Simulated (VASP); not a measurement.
**Cu: relaxation of shape and atoms at fixed volume with PBEsol**

Cu:

```
CELL_PARAMETERS angstrom
-1.43049 1.43049 1.34627
1.43049 -1.43049 1.34627
1.43049 1.43049 -1.34627
ATOMIC_POSITIONS crystal
Cu 0.00000 0.00000 0.00000
```

* Program: VASP 6.6.1
* Task: relaxation of shape and atoms at fixed volume
* Functional: PBEsol
* Potentials or basis: VASP PAW PBE potentials, release 64 (Cu)
* Cutoff: 600 eV
* k mesh: 20 × 20 × 20
* Occupations: gaussian, width 0.1 eV
* Spin: no spin polarisation
* Dipole correction: no
* Further INCAR settings: ALGO = Normal; EDIFF = 1e-06; IBRION = 2; EDIFFG = -0.01; NSW = 50; ISIF = 4

```yaml
Pressure_after_relaxing: 6.3 GPa
Band_gap_on_the_k_mesh: zero (an odd number of electrons rules out a gap without spin polarisation)
```

Stress tensor (GPa, compression positive):
```
6.26 0.00 0.00
0.00 6.26 0.00
0.00 0.00 6.38
```

Final structure:
```xyz
1
Lattice="-1.4305 1.4305 1.3463 1.4305 -1.4305 1.3463 1.4305 1.4305 -1.3463" Properties=species:S:1:pos:R:3 pbc="T T T"
Cu    0.0000    0.0000    0.0000
```

Levels at points of the mesh, in eV from the Fermi level:
```csv
k point,band 4,band 5,band 6,band 7,band 8,band 9
"(0.00, 0.00, 0.00)",-3.24,-2.37,-2.08,25.06,25.06,26.73
"(0.50, 0.00, 0.00)",-1.97,-1.40,-0.63,4.96,17.54,17.79
"(0.50, 0.50, 0.00)",-2.16,-1.43,-1.12,4.27,19.16,19.68
"(0.50, 0.50, 0.50)",-1.61,-1.54,7.68,7.68,10.12,13.50
```

It took 38 s on 1 thread of Intel(R) Xeon(R) Platinum 8559C (Emerald Rapids), on a shared host, peak memory 0.19 GiB.

Caveat: the relaxation stopped at its first step, so nothing moved; the PAW data sets were made with another functional, which shifts forces and pressure a little.
